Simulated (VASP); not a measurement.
Write the native input for VASP 6.6.1 that does the following.

- Task: relaxation of cell and atoms
- Functional: PBEsol
- Potentials or basis: VASP PAW PBE potentials, release 64 (Rh_pv)
- Cutoff: 600 eV
- k mesh: 24 × 24 × 24
- Occupations: fermi-dirac, width 0.1 eV
- Spin: no spin polarisation
- Target pressure: 4 GPa
- Dipole correction: no
- Further INCAR settings: ALGO = Normal; EDIFF = 1e-07; IBRION = 2; EDIFFG = -0.002; NSW = 100; ISIF = 3

The structure of Rh lies in POSCAR:

```
Rh
1.0
    0.0000000000      1.8907743586      1.8907743586
    1.8907743586      0.0000000000      1.8907743586
    1.8907743586      1.8907743586      0.0000000000
Rh
1
Direct
    0.0000000000      0.0000000000      0.0000000000
```

These files were run (other wordings do the same):

INCAR

```
ALGO = Normal
EDIFF = 1E-7
EDIFFG = -0.002
ENCUT = 600
GGA = PS
IBRION = 2
ISIF = 3
ISMEAR = -1
LASPH = T
LCHARG = F
LREAL = F
LWAVE = F
NELM = 100
NSW = 100
PREC = Accurate
PSTRESS = 40.0
SIGMA = 0.1
```

KPOINTS

```
k-points
0
Gamma
  24 24 24
```

Potentials or basis: VASP PAW PBE potentials, release 64 (Rh_pv).

Run with:

```console
$ cat potpaw_PBE.64/Rh_pv/POTCAR > POTCAR
$ mpirun -np 1 vasp_std > vasp.out
```

It gave:

| Property | Result |
| --- | --- |
| Relaxed volume | 13.33 Å³/atom |
| Relaxed cell | a = 2.662 Å, b = 2.662 Å, c = 2.662 Å, α = 60.00°, β = 60.00°, γ = 60.00° |
| Space group after relaxing (to 0.1 Å) | Fm-3m (No. 225) |
| Energy change on relaxing (the run minimises the enthalpy) | +2.1 meV/atom |
| Ionic steps | 6 |
| Pressure after relaxing | 4.0 GPa |
| Band gap on the k mesh | zero (an odd number of electrons rules out a gap without spin polarisation) |

Caveat: the cell is relaxed towards a set pressure, so the run minimises the enthalpy, not the energy; the PAW data sets were made with another functional, which shifts forces and pressure a little.

Wall time 2.4 min on 1 thread of Intel(R) Xeon(R) Platinum 8259CL CPU @ 2.50GHz (Skylake/Cascade Lake) (shared host), peak memory 0.21 GiB.
